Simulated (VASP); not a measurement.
A run of VASP 6.6.1:

Contents of INCAR:

```
PREC = Accurate
ENCUT = 520
EDIFF = 1E-6
ISMEAR = 0
SIGMA = 0.1
LREAL = F
LASPH = T
NELM = 60
ALGO = Normal
ISIF = 2
LWAVE = F
LCHARG = F
GGA = PE
NBANDS = 38
```

KPOINTS

```
regular mesh
0
Gamma
  4 4 4
```

POSCAR

```
Ta4Rh
1.0
    4.7595796480      0.0000000000      0.0000000000
    0.0000000000      4.7595796480      0.0000000000
    0.0000000000      0.0000000000      4.7595796480
Ta Rh
4 1
Direct
    0.0000000000      0.0000000000      0.0000000000
    0.5000000000      0.5000000000      0.0000000000
    0.5000000000      0.0000000000      0.5000000000
    0.0000000000      0.5000000000      0.5000000000
    0.5000000000      0.5000000000      0.5000000000
```

Potentials or basis: VASP PAW PBE potentials, release 64 (Ta_pv, Rh_pv).

Run with:

```console
$ cat potpaw_PBE.64/Ta_pv/POTCAR potpaw_PBE.64/Rh_pv/POTCAR > POTCAR
$ mpirun -np 1 vasp_std > vasp.out
```

Hardware: 1 thread of Intel(R) Xeon(R) Platinum 8488C (Sapphire Rapids), with other jobs on the host.

Estimate the wall time of this run.

Run time: 31 s on 1 thread of Intel(R) Xeon(R) Platinum 8488C (Sapphire Rapids), with other jobs on the host, peak memory 0.21 GiB. Counts: scf iterations 14, k points 10.
